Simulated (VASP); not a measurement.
# SnTe (Imm2) in VASP: further runs

Runs on SnTe. Level: PBEsol. Tasks: single point.

All numbers are computed with VASP 6.6.1; they aren't measurements. Logs are shortened: lines on timing, memory, paths and dates and some standing lists are left out, and cuts for length are marked.

## 1. The cell of the first run

It takes space group Imm2 (No. 44, orthorhombic). The conventional cell has a = 4.464 Å, b = 6.313 Å, c = 4.464 Å, α = 90.00°, β = 90.00°, γ = 90.00°. Within 4.1 Å of Sn (site symmetry mm2) lie 6 Te at 3.14 to 3.17 Å. Te (site symmetry mm2) has 6 Sn at 3.14 to 3.17 Å within 4.1 Å.

## 2. Single point, PBEsol (all Te atoms moved +0.025 Å, as atom 2 along Cartesian [1 1 0])

Input file INCAR:

```
  PREC = Accurate
  ENCUT = 520
  EDIFF = 1E-6
  ISMEAR = 0
  SIGMA = 0.03
  LREAL = F
  LASPH = T
  NELM = 100
  ALGO = Normal
  ISIF = 2
  LWAVE = F
  LCHARG = F
  GGA = PS
  NBANDS = 17
```

Input file KPOINTS:

```
Automatic mesh
0
Gamma
  10 10 10
```

Input file POSCAR:

```
SnTe
1.0
    0.0000000000      3.1565000000      3.1565000000
    3.1565000000      0.0000000000      3.1565000000
    3.1565000000      3.1565000000      0.0000000000
Sn Te
1 1
Direct
    0.0000000000      0.0000000000      0.0000000000
    0.5000000000      0.5000000000      0.5056004022
```

Potentials or basis: VASP PAW PBE potentials, release 64 (Sn_d, Te).

Launch:

```sh
$ cat potpaw_PBE.64/Sn_d/POTCAR potpaw_PBE.64/Te/POTCAR > POTCAR
$ mpirun -np 1 vasp_std > vasp.out
```

OUTCAR:

```text
PREC = Accurate
   ENCUT = 520
   EDIFF = 1E-6
   ISMEAR = 0
   LREAL = F
   LASPH = T
   NELM = 100
   ISIF = 2
   GGA = PS

 ion  position               nearest neighbor table
   1  0.000  0.000  0.000-   2 3.14   2 3.14   2 3.16   2 3.16   2 3.17   2 3.17
   2  0.500  0.500  0.506-   1 3.14   1 3.14   1 3.16   1 3.16   1 3.17   1 3.17

  LATTYP: Found a face centered cubic cell.
 ALAT       =     6.3130000000

  Lattice vectors:

 A1 = (   0.0000000000,   3.1565000000,   3.1565000000)
 A2 = (   3.1565000000,   0.0000000000,   3.1565000000)
 A3 = (   3.1565000000,   3.1565000000,   0.0000000000)

Analysis of symmetry for initial positions (statically):
=====================================================================
 Subroutine PRICEL returns:
 Original cell was already a primitive cell.

 Routine SETGRP: Setting up the symmetry group for a
 face centered cubic supercell.

 Subroutine GETGRP returns: Found  4 space group operations
 (whereof  4 operations were pure point group operations)
 out of a pool of 48 trial point group operations.

The static configuration has the point symmetry C_2v.

Analysis of symmetry for dynamics (positions and initial velocities):
=====================================================================
 Subroutine PRICEL returns:
 Original cell was already a primitive cell.

 Routine SETGRP: Setting up the symmetry group for a
 face centered cubic supercell.

 Subroutine GETGRP returns: Found  4 space group operations
 (whereof  4 operations were pure point group operations)
 out of a pool of 48 trial point group operations.

The dynamic configuration has the point symmetry C_2v.

 Subroutine INISYM returns: Found  4 space group operations
 (whereof  4 operations are pure point group operations),
 and found     1 'primitive' translations

----------------------------------------------------------------------------------------

                                     Primitive cell

  volume of cell :      62.8995

  direct lattice vectors                    reciprocal lattice vectors
     0.000000000  3.156500000  3.156500000    -0.158403295  0.158403295  0.158403295
     3.156500000  0.000000000  3.156500000     0.158403295 -0.158403295  0.158403295
     3.156500000  3.156500000  0.000000000     0.158403295  0.158403295 -0.158403295

  length of vectors
     4.463965110  4.463965110  4.463965110     0.274362555  0.274362555  0.274362555

  position of ions in fractional coordinates (direct lattice)
     0.000000000  0.000000000  0.000000000
     0.500000000  0.500000000  0.505600402

  ion indices of the primitive-cell ions
   primitive index   ion index
                 1           1
                 2           2

----------------------------------------------------------------------------------------

 KPOINTS: Automatic mesh

Automatic generation of k-mesh.
 Grid dimensions read from file:
 generate k-points for:   10   10   10

 Generating k-lattice:

  Cartesian coordinates                     Fractional coordinates (reciprocal lattice)
    -0.015840329  0.015840329  0.015840329     0.100000000  0.000000000  0.000000000
     0.015840329 -0.015840329  0.015840329     0.000000000  0.100000000  0.000000000
     0.015840329  0.015840329 -0.015840329     0.000000000  0.000000000  0.100000000

  Length of vectors
     0.027436255  0.027436255  0.027436255

  Shift w.r.t. Gamma in fractional coordinates (k-lattice)
     0.000000000  0.000000000  0.000000000

 Subroutine IBZKPT returns following result:
 ===========================================

 Found    171 irreducible k-points:

 Following reciprocal coordinates:
            Coordinates               Weight
  0.000000  0.000000  0.000000      1.000000
  0.100000  0.000000  0.000000      4.000000
  0.000000  0.000000  0.100000      4.000000
  0.200000  0.000000  0.000000      4.000000
  0.000000  0.000000  0.200000      4.000000
  0.300000  0.000000  0.000000      4.000000
[... 16 lines left out ...]
  0.000000  0.400000  0.100000      8.000000
  0.100000  0.000000  0.400000      8.000000
 [... further k-points ...]
   k-points           NKPTS =    171   k-points in BZ     NKDIM =    171   number of bands    NBANDS=     17
   number of dos      NEDOS =    301   number of ions     NIONS =      2
   total plane-waves  NPLWV =  46656
   dimension x,y,z NGX =    36 NGY =   36 NGZ =   36
   dimension x,y,z NGXF=    72 NGYF=   72 NGZF=   72
   ions per type =               1   1
   NGX,Y,Z   is equivalent  to a cutoff of  13.41, 13.41, 13.41 a.u.
   NGXF,Y,Z  is equivalent  to a cutoff of  26.81, 26.81, 26.81 a.u.
 SYSTEM =  unknown system
   PREC   = accura    normal or accurate (medium, high low for compatibility)
   ISTART =      0    job   : 0-new  1-cont  2-samecut
   ICHARG =      2    charge: 1-file 2-atom 10-const
   ISPIN  =      1    spin polarized calculation?
   LNONCOLLINEAR =      F non collinear calculations
   LSORBIT =      F    spin-orbit coupling
   LASPH  =      T    aspherical Exc in radial PAW
   ENCUT  =  520.0 eV  38.22 Ry    6.18 a.u.   8.30  8.30  8.30*2*pi/ulx,y,z
   NELM   =    100;   NELMIN=  2; NELMDL= -5     # of ELM steps
   EDIFF  = 0.1E-05   stopping-criterion for ELM
   LREAL  =      F    real-space projection
   EDIFFG = 0.1E-04   stopping-criterion for IOM
   NSW    =      0    number of steps for IOM
   IBRION =     -1    ionic relax: 0-MD 1-quasi-New 2-CG
   NFREE  =      0    steps in history (QN), initial steepest desc. (CG)
   ISIF   =      2    stress and relaxation
   ISYM   =      2    0-nonsym 1-usesym 2-fastsym
   POTIM  = 0.5000    time-step for ionic-motion
   TEBEG  =    0.0;   TEEND  =   0.0 temperature during run
   PSTRESS=    0.0 pullay stress
   NELECT =      20.0000    total number of electrons
   NUPDOWN=      -1.0000    fix difference up-down
   EMIN   =  10.00;   EMAX   =-10.00  energy-range for DOS
   EFERMI =   0.00;   METHOD = LEGACY
   ISMEAR =     0;   SIGMA  =   0.03  broadening in eV -4-tet -1-fermi 0-gaus
   EFERMI_NEDOS =   21; number of points for ismear=-14 and -15
   IALGO  =     38    algorithm
   IMIX   =      4    mixing-type and parameters
     AMIX     =   0.40;   BMIX     =  1.00
     AMIX_MAG =   1.60;   BMIX_MAG =  1.00
  volume/ion in A,a.u.               =      31.45       212.23
  Fermi-wavevector in a.u.,A,eV,Ry     =   1.117384  2.111549 16.987507  1.248547
  Thomas-Fermi vector in A             =   2.254006
   LORBIT       =      0    0 simple, 1 ext, 2 COOP (PROOUT), +10 PAW based schemes
   GGA     = PS    functional components
   LHFCALC =     F    Hartree Fock is set to
   AEXX    =    0.0000 exact exchange contribution
   IVDW    =     0    specifies the selected vdW correction
   LEPSILON=     F    determine dielectric tensor
   LRPA    =     F    only Hartree local field effects (RPA)
 non-spin polarized calculation
 Gauss-broadening in eV      SIGMA  =   0.03
  energy-cutoff  :      520.00
  volume of cell :       62.90
 maximum number of plane-waves:      1717
 NGX is ok and might be reduce to    36
   NGX = 17   NGY = 17   NGZ = 17

 number of electron      19.9999999 magnetization

 Free energy of the ion-electron system (eV)
  ---------------------------------------------------
  ext. energy  EPLUGINS =         0.00000000
  ---------------------------------------------------
  free energy    TOTEN  =        -8.33790094 eV

  energy without entropy =       -8.33789993  energy(sigma->0) =       -8.33790043

 E-fermi :   6.7527     XC(G=0):  -9.6291

 val. band max:        6.6905036552   @ k =   0.5000   0.0000   0.0000
 cond. band min:       6.8148597592   @ k =   0.5000   0.0000   0.0000
 fundamental gap:      0.1243561040
 Fermi energy:         6.7526819698

 k-point     1 :       0.0000    0.0000    0.0000
  band No.  band energies     occupation
      1     -15.0417      2.00000
      2     -15.0416      2.00000
      3     -15.0351      2.00000
      4     -15.0351      2.00000
      5     -15.0351      2.00000
      6      -6.0438      2.00000
[... 9 lines left out ...]
     16      11.4672      0.00000
     17      13.4383      0.00000

 k-point     2 :       0.1000    0.0000    0.0000
  band No.  band energies     occupation
      1     -15.0421      2.00000
      2     -15.0420      2.00000
      3     -15.0349      2.00000
      4     -15.0346      2.00000
      5     -15.0345      2.00000
      6      -5.9596      2.00000
[... 9 lines left out ...]
     16      11.6744      0.00000
     17      14.1782      0.00000

 k-point     3 :       0.0000    0.0000    0.1000
  band No.  band energies     occupation
      1     -15.0421      2.00000
      2     -15.0420      2.00000
      3     -15.0349      2.00000
      4     -15.0346      2.00000
      5     -15.0345      2.00000
      6      -5.9596      2.00000
[... 9 lines left out ...]
     16      11.6743      0.00000
     17      14.2137      0.00000

 k-point     4 :       0.2000    0.0000    0.0000
  band No.  band energies     occupation
      1     -15.0433      2.00000
      2     -15.0432      2.00000
      3     -15.0345      2.00000
      4     -15.0329      2.00000
      5     -15.0329      2.00000
      6      -5.7164      2.00000
[... 9 lines left out ...]
     16      12.2543      0.00000
     17      15.6685      0.00000
[... 343 lines left out ...]
      1     -15.0476      2.00000
      2     -15.0444      2.00000
      3     -15.0338      2.00000
      4     -15.0298      2.00000
      5     -15.0285      2.00000
      6      -5.0271      2.00000
[... 9 lines left out ...]
     16      14.7895      0.00000
     17      16.5464      0.00000

 k-point    23 :       0.0000    0.4000    0.1000
  band No.  band energies     occupation
      1     -15.0476      2.00000
      2     -15.0444      2.00000
      3     -15.0338      2.00000
      4     -15.0298      2.00000
      5     -15.0285      2.00000
      6      -5.0270      2.00000
[... 9 lines left out ...]
     16      14.7889      0.00000
     17      16.5457      0.00000

 k-point    24 :       0.1000    0.0000    0.4000
  band No.  band energies     occupation
      1     -15.0476      2.00000
      2     -15.0444      2.00000
      3     -15.0338      2.00000
      4     -15.0298      2.00000
      5     -15.0285      2.00000
      6      -5.0275      2.00000
[... 9 lines left out ...]
     16      14.7901      0.00000
     17      16.5476      0.00000

 [... further k-points ...]
[... 5 lines left out ...]
  --------------------------------------------------------------------------------------
  -------------------------------------------------------------------------------------
  Total       -0.2189502     -0.2189502     -0.2221075      0.0015774      0.0000000      0.0000000
  in kB       -5.5771016     -5.5771016     -5.6575236      0.0401789      0.0000000      0.0000000
  external PRESSURE =      -5.6039090 kB  Pullay stress =       0.0000000 kB

 VOLUME and BASIS-vectors are now :
 -----------------------------------------------------------------------------
  energy-cutoff  :      520.00
  volume of cell :       62.90
      direct lattice vectors                 reciprocal lattice vectors
     0.000000000  3.156500000  3.156500000    -0.158403295  0.158403295  0.158403295
     3.156500000  0.000000000  3.156500000     0.158403295 -0.158403295  0.158403295
     3.156500000  3.156500000  0.000000000     0.158403295  0.158403295 -0.158403295

 POSITION                                       TOTAL-FORCE (eV/Angst)
 -----------------------------------------------------------------------------------
      0.00000      0.00000      0.00000         0.000195      0.000195     -0.000000
      3.17418      3.17418      3.15650        -0.000195     -0.000195      0.000000
 -----------------------------------------------------------------------------------
    total drift:                               -0.000012     -0.000012      0.000000

  FREE ENERGIE OF THE ION-ELECTRON SYSTEM (eV)
  ---------------------------------------------------
  free  energy   TOTEN  =        -8.3379009356 eV

  energy  without entropy=       -8.3378999251  energy(sigma->0) =       -8.33790043
```

Run time: 62 s. Hardware: 1 thread of Intel Xeon 6975P-C (Granite Rapids), shared host; peak memory 0.33 GiB.

What came out:

```
Free energy            : -8.3379 eV
Pressure               : -0.6 GPa
Band gap on the k mesh : 0.12 eV, direct
```

Caveat: the cell differs from its parent crystal (all Te atoms moved +0.025 Å, as atom 2 along Cartesian [1 1 0]); the PAW data sets were made with another functional, which shifts forces and pressure a little; spin-orbit coupling is left out, which moves the levels of the heavy elements. A k mesh can miss the band edges.

## 3. Single point, PBEsol (all Te atoms moved +0.087 Å, as atom 2 along Cartesian [1 1 0])

Input file INCAR:

```
SYSTEM = SnTe
ALGO = Normal ; EDIFF = 1E-6
ENCUT = 520 ; GGA = PS
ISIF = 2 ; ISMEAR = 0
LASPH = .TRUE. ; LCHARG = .TRUE.
LELF = .TRUE. ; LREAL = .FALSE.
LVHAR = .TRUE. ; LWAVE = .FALSE.
NBANDS = 17 ; NELM = 80
PREC = Accurate ; SIGMA = 0.03
```

Input file KPOINTS:

```
k-points
0
G
  10 10 10
  0 0 0
```

POSCAR, as its differences from that of step 2:

```diff
@@ -9,2 +9,2 @@
     0.0000000000      0.0000000000      0.0000000000
-    0.5000000000      0.5000000000      0.5056004022
+    0.5000000000      0.5000000000      0.5196014077
```

Potentials or basis: VASP PAW PBE potentials, release 64 (Sn_d, Te).

Launch:

```sh
$ cat potpaw_PBE.64/Sn_d/POTCAR potpaw_PBE.64/Te/POTCAR > POTCAR
$ mpirun -np 1 vasp_std > vasp.out
```

It took 60 s on 1 thread of Intel Xeon 6975P-C (Granite Rapids), shared host; peak memory 0.34 GiB.

Results (log left out):

| Quantity | Value |
| --- | --- |
| Free energy | -8.3374 eV |
| Pressure | -0.5 GPa |
| Largest force | 0.019 eV/Å |
| Band gap on the k mesh | 0.11 eV, direct |

Forces on the atoms (eV/Å):
```
Sn   0.014  0.014  0.000
Te  -0.014 -0.014  0.000
```

Stress tensor (GPa, compression positive):
```
-0.43  0.05  0.00
 0.05 -0.43  0.00
 0.00  0.00 -0.53
```

Levels at points of the mesh, in eV from the valence-band top:
```csv
k point,band 7,band 8,band 9,band 10,band 11,band 12,band 13,band 14
"(0.00, 0.00, 0.00)",-4.69,-2.10,-2.07,-2.07,3.30,3.31,3.37,4.76
"(0.50, 0.00, 0.00)",-8.29,-1.77,-1.77,0.00,0.11,0.43,0.44,7.71
"(0.00, 0.00, 0.50)",-8.28,-1.78,-1.75,-0.12,0.22,0.40,0.43,7.67
"(0.50, 0.50, 0.00)",-6.45,-5.52,-3.69,-3.66,2.12,4.94,4.98,6.36
"(0.00, 0.50, 0.50)",-6.50,-5.48,-3.68,-3.68,2.14,4.94,4.95,6.37
```

Caveat: the cell differs from its parent crystal (all Te atoms moved +0.087 Å, as atom 2 along Cartesian [1 1 0]); the PAW data sets were made with another functional, which shifts forces and pressure a little; spin-orbit coupling is left out, which moves the levels of the heavy elements. A k mesh can miss the band edges.

## 4. Single point, PBEsol (all Te atoms moved +0.062 Å, as atom 2 along Cartesian [1 1 0])

Input file INCAR:

```
PREC = Accurate
ENCUT = 520
EDIFF = 1E-6
ISMEAR = 0
SIGMA = 0.03
LREAL = False
LASPH = True
NELM = 60
ALGO = Normal
ISIF = 2
LWAVE = False
LCHARG = True
GGA = PS
LELF = True
LVHAR = True
NBANDS = 17
```

Input file KPOINTS:

```
regular mesh
0
Gamma
  10 10 10
```

POSCAR, as its differences from that of step 3:

```diff
@@ -9,2 +9,2 @@
     0.0000000000      0.0000000000      0.0000000000
-    0.5000000000      0.5000000000      0.5196014077
+    0.5000000000      0.5000000000      0.5140010055
```

Launch:

```sh
$ cat potpaw_PBE.64/Sn_d/POTCAR potpaw_PBE.64/Te/POTCAR > POTCAR
$ mpirun -np 1 vasp_std > vasp.out
```

It took 62 s on 1 thread of Intel Xeon 6975P-C (Granite Rapids), shared host; peak memory 0.34 GiB.

Results (log left out):

- Free energy: -8.3378 eV
- Pressure: -0.5 GPa
- Largest force: 0.008 eV/Å
- Band gap on the k mesh: 0.12 eV, direct

Forces on the atoms (eV/Å):
```
Sn   0.006  0.006  0.000
Te  -0.006 -0.006  0.000
```

Levels at points of the mesh, in eV from the valence-band top:
```csv
k point,band 8,band 9,band 10,band 11,band 12,band 13
"(0.00, 0.00, 0.00)",-2.08,-2.07,-2.07,3.33,3.34,3.37
"(0.50, 0.00, 0.00)",-1.75,-1.75,0.00,0.12,0.42,0.42
"(0.00, 0.00, 0.50)",-1.76,-1.74,-0.07,0.19,0.40,0.42
"(0.50, 0.50, 0.00)",-5.52,-3.68,-3.67,2.14,4.94,4.96
"(0.00, 0.50, 0.50)",-5.50,-3.68,-3.68,2.15,4.94,4.94
```

Caveat: the cell differs from its parent crystal (all Te atoms moved +0.062 Å, as atom 2 along Cartesian [1 1 0]); the PAW data sets were made with another functional, which shifts forces and pressure a little; spin-orbit coupling is left out, which moves the levels of the heavy elements. A k mesh can miss the band edges.
